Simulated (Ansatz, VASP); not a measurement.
Given: the input of a run of VASP 6.6.1 on PtSe2.

The input INCAR:

```
PREC = Accurate
ENCUT = 520
EDIFF = 1E-6
ISMEAR = -1
SIGMA = 0.05
LREAL = F
LASPH = T
NELM = 80
ALGO = Normal
ISIF = 2
LWAVE = F
LCHARG = T
GGA = PE
LELF = T
LVHAR = T
NBANDS = 18
```

Contents of KPOINTS:

```
Automatic mesh
0
Gamma
  8 8 5
```

Contents of POSCAR:

```
PtSe2
1.0
    3.7240000000      0.0000000000      0.0000000000
   -1.8620000000      3.2250786037      0.0000000000
    0.0000000000      0.0000000000      5.0620000000
Pt Se
1 2
Direct
    0.0113330000      0.0226290000      0.0066020000
    0.6503450000      0.3313450000      0.7400010000
    0.3323820000      0.6551270000      0.2463110000
```

Potentials or basis: VASP PAW PBE potentials, release 64 (Pt, Se).

Command:

```bash
$ cat potpaw_PBE.64/Pt/POTCAR potpaw_PBE.64/Se/POTCAR > POTCAR
$ mpirun -np 1 vasp_std > vasp.out
```

Q: Translate it to Ansatz 0.2.0. Potentials there: all-electron LAPW, scalar-relativistic.

A: As run (the cutoff follows the program's own potentials):

Contents of input.yaml:

```yaml
crystal:
  lattice:
    - [3.724, 0.0, 0.0]
    - [-1.862, 3.2250786037, 0.0]
    - [0.0, 0.0, 5.062]
  atoms:
    - { symbol: Pt, position: [0.011333, 0.022629, 0.006602] }
    - { symbol: Se, position: [0.650345, 0.331345, 0.740001] }
    - { symbol: Se, position: [0.332382, 0.655127, 0.246311] }
kpoints:
  mp_grid: { grid: [8, 8, 5] }
scf:
  occupations: { method: fermi_dirac, width: 0.05 }
hamiltonian:
  xc: pbe
  pseudopotentials: { kind: all_electron, lapw: { basis_error: 0.001 } }
output:
  forces: true
  stress: true
  eigenvalues: true
  populations: true
```

Potentials or basis: all-electron LAPW, scalar-relativistic.

Launch:

```bash
$ ansatz run input.yaml --threads 2 --pin off --max-ram 6144MiB --backend cpu --events-out ev --progress --plain --runs-dir out
```

Both were run:

|  | VASP | Ansatz | Ansatz less VASP |
| --- | --- | --- | --- |
| gap on the k mesh at the Fermi level (eV) | none | none | - |
| pressure (GPa) | 7.2 | 7.2 | +0.01 |
| traceless stress, the component that is largest in VASP (GPa) | 2.04 | 2.03 | -0.016 |
| rms of the force components (eV/Å) | 0.893 | 0.889 | -0.0040 |

Atom by atom the forces differ by 0.005 eV/Å (rms over components). A gap of «none» marks a metal or a gap that the smearing closes. Ansatz ran all-electron here, and VASP with PAW potentials.

Spin-orbit coupling is off throughout.
